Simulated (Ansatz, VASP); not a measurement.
## Co: VASP beside Ansatz

```
Co
1.0
     0.00000    1.73487    1.73487
     1.73487    0.00000    1.73487
     1.73487    1.73487    0.00000
Co
1
Direct
  0.00000 0.00000 0.00000
```

Alike in both runs: task single point; functional PBEsol; k mesh 17 × 17 × 17; occupations fermi-dirac, width 0.05 eV; collinear spin.

|  | VASP | Ansatz |
| --- | --- | --- |
| version | VASP 6.6.1 | Ansatz 0.2.0 |
| potentials or method | VASP PAW PBE potentials, release 64 (Co_sv), cutoff 690 eV | plane waves (420 eV) with PAW, scalar-relativistic |
| valence electrons in the cell | 17 | 17 |

Ansatz gave:

| Quantity | Value |
| --- | --- |
| pressure (GPa) | 0.0 |
| net moment per atom (μB) | 1.64 |
| size of the moment on the site where the two differ most (μB) | 1.70 |

Question: Estimate VASP's values.

Answer: Pressure (GPa): -1.2; net moment per atom (μB): 1.64; size of the moment on the site where the two differ most (μB): 1.69.

VASP's potentials were made for PBE, not for PBEsol, and Ansatz warns of the same on its side. Site moments also hang on the region over which each program counts them.
